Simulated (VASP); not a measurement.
# V3Si (Pm-3n) in VASP: single point with PBE

Aim: the single point of V3Si with PBE.

Everything below comes from runs of VASP 6.6.1. Logs are shortened: lines on timing, memory, paths and dates and some standing lists are left out, and cuts for length are marked.

### Step 1. The cell of the first run

It takes space group Pm-3n (No. 223, cubic). Conventional cell: a = 4.630 Å, b = 4.630 Å, c = 4.630 Å, α = 90.00°, β = 90.00°, γ = 90.00°. V (site symmetry -4m2) has 10 V at 2.31 to 2.84 Å and 4 Si at 2.59 Å within 3.1 Å. Within 3.4 Å of Si (site symmetry m-3) lie 12 V at 2.59 Å.

### Step 2. Single point, PBE, collinear spin, antiferromagnetic start

File INCAR:

```
  PREC = Accurate
  ENCUT = 500
  EDIFF = 1E-6
  ISMEAR = -1
  SIGMA = 0.1
  LREAL = F
  LASPH = T
  NELM = 200
  ALGO = Normal
  ISIF = 2
  LWAVE = F
  LCHARG = F
  ISPIN = 2
  MAGMOM = 1.5 -1.5 1.5 -1.5 1.5 -1.5 0 0
  LORBIT = 11
  LMAXMIX = 4
  GGA = PE
  NBANDS = 57
  GGA_COMPAT = F
```

File KPOINTS:

```
Automatic mesh
0
Gamma
  5 5 5
```

File POSCAR:

```
V3Si
1.0
    4.6296021264      0.0000000000      0.0000000000
    0.0000000000      4.6296021114      0.0000000000
    0.0000000000      0.0000000000      4.6296011816
V Si
6 2
Direct
    0.2499999416      0.0000000000      0.4999999984
    0.5000000000      0.7499999416      0.0000000015
    0.7500000584      0.0000000000      0.4999999984
    0.5000000000      0.2500000584      0.0000000015
    0.0000000000      0.5000000000      0.7500000015
    0.0000000000      0.5000000000      0.2500000007
    0.0000000000      0.0000000000      0.0000000004
    0.5000000000      0.5000000000      0.4999999975
```

Potentials or basis: VASP PAW PBE potentials, release 64 (V_sv, Si).

Command:

```
cat potpaw_PBE.64/V_sv/POTCAR potpaw_PBE.64/Si/POTCAR > POTCAR
mpirun -np 1 vasp_std > vasp.out
```

OUTCAR:

```text
PREC = Accurate
   ENCUT = 500
   EDIFF = 1E-6
   ISMEAR = -1
   LREAL = F
   LASPH = T
   NELM = 200
   ISIF = 2
   ISPIN = 2
   LORBIT = 11
   GGA = PE

 ion  position               nearest neighbor table
   1  0.250  0.000  0.500-   3 2.31   3 2.31   7 2.59   7 2.59   8 2.59   8 2.59   6 2.84   6 2.84
                             5 2.84   5 2.84   4 2.84   2 2.84   4 2.84   2 2.84
   2  0.500  0.750  0.000-   4 2.31   4 2.31   8 2.59   8 2.59   7 2.59   7 2.59   6 2.84   6 2.84
                             5 2.84   5 2.84   3 2.84   1 2.84   1 2.84   3 2.84
   3  0.750  0.000  0.500-   1 2.31   1 2.31   7 2.59   7 2.59   8 2.59   8 2.59   6 2.84   6 2.84
                             5 2.84   5 2.84   2 2.84   4 2.84   2 2.84   4 2.84
   4  0.500  0.250  0.000-   2 2.31   2 2.31   8 2.59   8 2.59   7 2.59   7 2.59   6 2.84   6 2.84
                             5 2.84   5 2.84   3 2.84   1 2.84   3 2.84   1 2.84
   5  0.000  0.500  0.750-   6 2.31   6 2.31   7 2.59   7 2.59   8 2.59   8 2.59   2 2.84   2 2.84
                             4 2.84   4 2.84   3 2.84   1 2.84   1 2.84   3 2.84
   6  0.000  0.500  0.250-   5 2.31   5 2.31   8 2.59   8 2.59   7 2.59   7 2.59   1 2.84   3 2.84
                             3 2.84   1 2.84   4 2.84   2 2.84   4 2.84   2 2.84
   7  0.000  0.000  0.000-   1 2.59   3 2.59   1 2.59   3 2.59   5 2.59   5 2.59   6 2.59   6 2.59
                             2 2.59   4 2.59   2 2.59   4 2.59
   8  0.500  0.500  0.500-   2 2.59   4 2.59   2 2.59   4 2.59   6 2.59   6 2.59   5 2.59   5 2.59
                             1 2.59   3 2.59   3 2.59   1 2.59

  LATTYP: Found a simple cubic cell.
 ALAT       =     4.6296021264

  Lattice vectors:

 A1 = (   4.6296021264,   0.0000000000,   0.0000000000)
 A2 = (   0.0000000000,   4.6296021114,   0.0000000000)
 A3 = (   0.0000000000,   0.0000000000,   4.6296011816)

Analysis of symmetry for initial positions (statically):
=====================================================================
 Subroutine PRICEL returns:
 Original cell was already a primitive cell.

 Routine SETGRP: Setting up the symmetry group for a
 simple cubic supercell.

 Subroutine GETGRP returns: Found 48 space group operations
 (whereof 24 operations were pure point group operations)
 out of a pool of 48 trial point group operations.

The static configuration has the point symmetry T_h .
 The point group associated with its full space group is O_h .

Analysis of symmetry for dynamics (positions and initial velocities):
=====================================================================
 Subroutine PRICEL returns:
 Original cell was already a primitive cell.

 Routine SETGRP: Setting up the symmetry group for a
 simple cubic supercell.

 Subroutine GETGRP returns: Found 48 space group operations
 (whereof 24 operations were pure point group operations)
 out of a pool of 48 trial point group operations.

The dynamic configuration has the point symmetry T_h .
 The point group associated with its full space group is O_h .

Analysis of structural, dynamic, and magnetic symmetry:
=====================================================================
 Subroutine PRICEL returns:
 Original cell was already a primitive cell.

 Routine SETGRP: Setting up the symmetry group for a
 simple cubic supercell.

 Subroutine GETGRP returns: Found  8 space group operations
 (whereof  4 operations were pure point group operations)
 out of a pool of 48 trial point group operations.

The overall configuration has the point symmetry C_2v.
 The point group associated with its full space group is C_4v.

 Subroutine INISYM returns: Found  8 space group operations
 (whereof  4 operations are pure point group operations),
 and found     1 'primitive' translations

----------------------------------------------------------------------------------------

                                     Primitive cell

  volume of cell :      99.2272

  direct lattice vectors                    reciprocal lattice vectors
     4.629602126  0.000000000  0.000000000     0.216001283  0.000000000  0.000000000
     0.000000000  4.629602111  0.000000000     0.000000000  0.216001284  0.000000000
     0.000000000  0.000000000  4.629601182     0.000000000  0.000000000  0.216001327

  length of vectors
     4.629602126  4.629602111  4.629601182     0.216001283  0.216001284  0.216001327

  position of ions in fractional coordinates (direct lattice)
     0.249999942  0.000000000  0.499999998
     0.500000000  0.749999942  0.000000001
     0.750000058  0.000000000  0.499999998
     0.500000000  0.250000058  0.000000001
     0.000000000  0.500000000  0.750000001
     0.000000000  0.500000000  0.250000001
     0.000000000  0.000000000  0.000000000
     0.500000000  0.500000000  0.499999997

  ion indices of the primitive-cell ions
   primitive index   ion index
                 1           1
                 2           2
                 3           3
                 4           4
                 5           5
                 6           6
                 7           7
                 8           8

----------------------------------------------------------------------------------------

 KPOINTS: Automatic mesh

Automatic generation of k-mesh.
 Grid dimensions read from file:
 generate k-points for:    5    5    5

 Generating k-lattice:

  Cartesian coordinates                     Fractional coordinates (reciprocal lattice)
     0.043200257  0.000000000  0.000000000     0.200000000  0.000000000  0.000000000
     0.000000000  0.043200257  0.000000000     0.000000000  0.200000000  0.000000000
     0.000000000  0.000000000  0.043200265     0.000000000  0.000000000  0.200000000

  Length of vectors
     0.043200257  0.043200257  0.043200265

  Shift w.r.t. Gamma in fractional coordinates (k-lattice)
     0.000000000  0.000000000  0.000000000

 Subroutine IBZKPT returns following result:
 ===========================================

 Found     18 irreducible k-points:

 Following reciprocal coordinates:
            Coordinates               Weight
  0.000000  0.000000  0.000000      1.000000
  0.200000  0.000000  0.000000      4.000000
  0.000000  0.000000  0.200000      2.000000
  0.400000  0.000000  0.000000      4.000000
  0.000000  0.000000  0.400000      2.000000
  0.200000  0.200000  0.000000      4.000000
[... 10 lines left out ...]
  0.200000  0.400000  0.400000     16.000000
  0.400000  0.400000  0.400000      8.000000
   k-points           NKPTS =     18   k-points in BZ     NKDIM =     18   number of bands    NBANDS=     57
   number of dos      NEDOS =    301   number of ions     NIONS =      8
   total plane-waves  NPLWV =  46656
   dimension x,y,z NGX =    36 NGY =   36 NGZ =   36
   dimension x,y,z NGXF=    72 NGYF=   72 NGZF=   72
   ions per type =               6   2
   NGX,Y,Z   is equivalent  to a cutoff of  12.93, 12.93, 12.93 a.u.
   NGXF,Y,Z  is equivalent  to a cutoff of  25.85, 25.85, 25.85 a.u.
 SYSTEM =  unknown system
   PREC   = accura    normal or accurate (medium, high low for compatibility)
   ISTART =      0    job   : 0-new  1-cont  2-samecut
   ICHARG =      2    charge: 1-file 2-atom 10-const
   ISPIN  =      2    spin polarized calculation?
   LNONCOLLINEAR =      F non collinear calculations
   LSORBIT =      F    spin-orbit coupling
   LASPH  =      T    aspherical Exc in radial PAW
   ENCUT  =  500.0 eV  36.75 Ry    6.06 a.u.   8.44  8.44  8.44*2*pi/ulx,y,z
   NELM   =    200;   NELMIN=  2; NELMDL= -5     # of ELM steps
   EDIFF  = 0.1E-05   stopping-criterion for ELM
   LREAL  =      F    real-space projection
   EDIFFG = 0.1E-04   stopping-criterion for IOM
   NSW    =      0    number of steps for IOM
   IBRION =     -1    ionic relax: 0-MD 1-quasi-New 2-CG
   NFREE  =      0    steps in history (QN), initial steepest desc. (CG)
   ISIF   =      2    stress and relaxation
   ISYM   =      2    0-nonsym 1-usesym 2-fastsym
   POTIM  = 0.5000    time-step for ionic-motion
   TEBEG  =    0.0;   TEEND  =   0.0 temperature during run
   PSTRESS=    0.0 pullay stress
   NELECT =      86.0000    total number of electrons
   NUPDOWN=      -1.0000    fix difference up-down
   EMIN   =  10.00;   EMAX   =-10.00  energy-range for DOS
   EFERMI =   0.00;   METHOD = LEGACY
   ISMEAR =    -1;   SIGMA  =   0.10  broadening in eV -4-tet -1-fermi 0-gaus
   EFERMI_NEDOS =   21; number of points for ismear=-14 and -15
   IALGO  =     38    algorithm
   IMIX   =      4    mixing-type and parameters
     AMIX     =   0.40;   BMIX     =  1.00
     AMIX_MAG =   1.60;   BMIX_MAG =  1.00
  volume/ion in A,a.u.               =      12.40        83.70
  Fermi-wavevector in a.u.,A,eV,Ry     =   1.560860  2.949598 33.147664  2.436285
  Thomas-Fermi vector in A             =   2.664010
   LORBIT       =     11    0 simple, 1 ext, 2 COOP (PROOUT), +10 PAW based schemes
   GGA     = PE    functional components
   LHFCALC =     F    Hartree Fock is set to
   AEXX    =    0.0000 exact exchange contribution
   IVDW    =     0    specifies the selected vdW correction
   LEPSILON=     F    determine dielectric tensor
   LRPA    =     F    only Hartree local field effects (RPA)
 spin polarized calculation
  energy-cutoff  :      500.00
  volume of cell :       99.23
 maximum number of plane-waves:      2539
 NGX is ok and might be reduce to    36
   NGX = 17   NGY = 17   NGZ = 17

 number of electron      85.9999979 magnetization       0.0000000

 number of electron      85.9999979 magnetization      -0.0000000

 Free energy of the ion-electron system (eV)
  ---------------------------------------------------
  ext. energy  EPLUGINS =         0.00000000
  ---------------------------------------------------
  free energy    TOTEN  =       -68.56352883 eV

  energy without entropy =      -68.20942764  energy(sigma->0) =      -68.38647823

 E-fermi :  10.9378     XC(G=0): -12.9616

 val. band max:       10.9277974213   @ k =   0.4000   0.4000   0.4000
 cond. band min:      10.9449038510   @ k =   0.0000   0.4000   0.4000
 fundamental gap:      0.0171064297
 Fermi energy:        10.9378293519

 spin component 1

 k-point     1 :       0.0000    0.0000    0.0000
  band No.  band energies     occupation
      1     -52.8045      1.00000
      2     -52.7106      1.00000
      3     -52.7105      1.00000
      4     -52.4600      1.00000
      5     -52.4600      1.00000
      6     -52.4600      1.00000
[... 47 lines left out ...]
     54      13.9785      0.00000
[... 985 lines left out ...]
     54      13.4417      0.00000
     55      13.4417      0.00000
 Fermi energy:        10.9378293519

 spin component 2

 k-point     1 :       0.0000    0.0000    0.0000
  band No.  band energies     occupation
      1     -52.8045      1.00000
      2     -52.7106      1.00000
      3     -52.7105      1.00000
      4     -52.4600      1.00000
      5     -52.4600      1.00000
      6     -52.4600      1.00000
[... 47 lines left out ...]
     54      13.9785      0.00000
[... 985 lines left out ...]
     54      13.4417      0.00000
     55      13.4417      0.00000
 [bands above 55 left out]

------------------------ aborting loop because EDIFF is reached ----------------------------------------

  FORCE on cell =-STRESS in cart. coord.  units (eV):
  Direction    XX          YY          ZZ          XY          YZ          ZX
  --------------------------------------------------------------------------------------
  -------------------------------------------------------------------------------------
  Total        6.3300828      6.3300828      6.3294564      0.0000000      0.0000000      0.0000000
  in kB      102.2089811    102.2089804    102.1988664      0.0000000      0.0000000      0.0000000
  external PRESSURE =     102.2056093 kB  Pullay stress =       0.0000000 kB

 VOLUME and BASIS-vectors are now :
 -----------------------------------------------------------------------------
  energy-cutoff  :      500.00
  volume of cell :       99.23
      direct lattice vectors                 reciprocal lattice vectors
     4.629602126  0.000000000  0.000000000     0.216001283  0.000000000  0.000000000
     0.000000000  4.629602111  0.000000000     0.000000000  0.216001284  0.000000000
     0.000000000  0.000000000  4.629601182     0.000000000  0.000000000  0.216001327

 POSITION                                       TOTAL-FORCE (eV/Angst)
 -----------------------------------------------------------------------------------
      1.15740      0.00000      2.31480        -0.000020     -0.000000      0.000007
      2.31480      3.47220      0.00000         0.000000     -0.000020      0.000007
      3.47220      0.00000      2.31480         0.000020     -0.000000      0.000007
      2.31480      1.15740      0.00000        -0.000000      0.000020      0.000007
      0.00000      2.31480      3.47220        -0.000000     -0.000000     -0.000009
      0.00000      2.31480      1.15740        -0.000000     -0.000000     -0.000009
      0.00000      0.00000      0.00000        -0.000000     -0.000000     -0.000005
      2.31480      2.31480      2.31480        -0.000000     -0.000000     -0.000005
 -----------------------------------------------------------------------------------
    total drift:                                0.000000      0.000000      0.000011

  FREE ENERGIE OF THE ION-ELECTRON SYSTEM (eV)
  ---------------------------------------------------
  free  energy   TOTEN  =       -68.5635288304 eV

  energy  without entropy=      -68.2094276382  energy(sigma->0) =      -68.38647823

 total charge

# of ion       s       p       d       tot
------------------------------------------
    1        2.312   6.253   3.213  11.778
    2        2.312   6.253   3.213  11.778
    3        2.312   6.253   3.213  11.778
    4        2.312   6.253   3.213  11.778
    5        2.312   6.253   3.213  11.778
    6        2.312   6.253   3.213  11.778
    7        0.732   0.986   0.000   1.718
    8        0.732   0.986   0.000   1.718
--------------------------------------------------
tot         15.338  39.489  19.279  74.107

 magnetization (x)

# of ion       s       p       d       tot
------------------------------------------
    1        0.000  -0.000   0.000   0.000
    2       -0.000   0.000  -0.000  -0.000
    3        0.000  -0.000   0.000   0.000
    4       -0.000   0.000  -0.000  -0.000
    5        0.000  -0.000   0.000   0.000
    6       -0.000   0.000  -0.000  -0.000
    7        0.000   0.000   0.000   0.000
    8       -0.000  -0.000   0.000  -0.000
--------------------------------------------------
tot          0.000   0.000   0.000   0.000
```

Run time: 2.1 min. Hardware: 1 thread of Oxide Virtual Turin-like, shared host; peak memory 0.28 GiB.

Results:

* Free energy: -68.5635 eV
* Pressure: 10.2 GPa
* Band gap on the k mesh: zero (filled and empty bands overlap)
* Net moment: 0.00 μB per cell
* Valence electrons inside the program's atomic spheres: V 11.78; Si 1.72

Caveat: the cell stands under pressure; the moments typed at the start vanished in this run.
